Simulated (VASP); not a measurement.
Here is a VASP 6.6.1 calculation.

Contents of INCAR:

```
SYSTEM = W
PREC = Accurate
ENCUT = 520
EDIFF = 1E-6
ISMEAR = -1
SIGMA = 0.15
LREAL = .FALSE.
LASPH = .TRUE.
NELM = 80
ALGO = Normal
ISIF = 2
LWAVE = .FALSE.
LCHARG = .FALSE.
NBANDS = 13
```

The input KPOINTS:

```
regular mesh
0
G
  20 20 20
  0 0 0
```

POSCAR

```
W
1.0
   -1.5780418756      1.5780418756      1.5780418756
    1.5780418756     -1.5780418756      1.5780418756
    1.5780418756      1.5780418756     -1.5780418756
W
1
Direct
    0.0000000000      0.0000000000      0.0000000000
```

Potentials or basis: VASP PAW LDA potentials, release 64 (W_sv).

Launch:

```bash
$ cat potpaw_LDA.64/W_sv/POTCAR > POTCAR
$ mpirun -np 1 vasp_std > vasp.out
```

Task: Estimate the pressure.

Result: -4.6 GPa.

Task: Estimate the band gap on the k mesh.

Result: Zero (band 7 reaches 16.65 eV, above the bottom of band 8 at 10.17 eV).

Caveat: spin-orbit coupling is left out, which moves the levels of the heavy elements.
